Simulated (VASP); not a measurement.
Crystal: CeO2.

```
Ce O
1.0
     0.00000    2.71865    2.71865
     2.71865    0.00000    2.71865
     2.71865    2.71865    0.00000
Ce O
1 2
Direct
  0.00000 0.00000 0.00000
  0.25000 0.25000 0.25000
  0.75000 0.75000 0.75000
```

| Quantity | Value |
| --- | --- |
| Program | VASP 6.6.1 |
| Task | relaxation of cell and atoms |
| Functional | HSE06 |
| Potentials or basis | VASP PAW PBE potentials, release 64 (Ce, O) |
| Cutoff | 600 eV |
| k mesh | 6 × 6 × 6 |
| Occupations | fermi-dirac, width 0.02 eV |
| Spin | no spin polarisation |

At the start: pressure -4.8 GPa; volume 13.40 Å³/atom.

Question: How do energy, volume and symmetry change on relaxing?

Answer: Over 3 steps the energy falls by 4.9 meV/atom and the volume is 13.08 Å³/atom (-2.4 %); space group Fm-3m (No. 225, to 0.1 Å) before and after.

The path:
```tsv
step	energy change (eV)	largest force (eV/Å)	pressure (GPa)	volume (Å³)
1	0.0000	0.0000	-4.80	40.19
2	0.0161	0.0000	7.71	37.90
3	-0.0148	0.0000	-0.04	39.23
```

Final structure:
```cif
data_structure
_symmetry_space_group_name_H-M 'P 1'
_symmetry_Int_Tables_number 1
_cell_length_a 3.8140
_cell_length_b 3.8140
_cell_length_c 3.8140
_cell_angle_alpha 60.000
_cell_angle_beta 60.000
_cell_angle_gamma 60.000
_cell_volume 39.23
loop_
_atom_site_label
_atom_site_type_symbol
_atom_site_fract_x
_atom_site_fract_y
_atom_site_fract_z
_atom_site_occupancy
Ce1 Ce 0.00000 0.00000 0.00000 1
O1 O 0.25000 0.25000 0.25000 1
O2 O 0.75000 0.75000 0.75000 1
```

Caveat: the PAW data sets were made with another functional, which shifts forces and pressure a little.
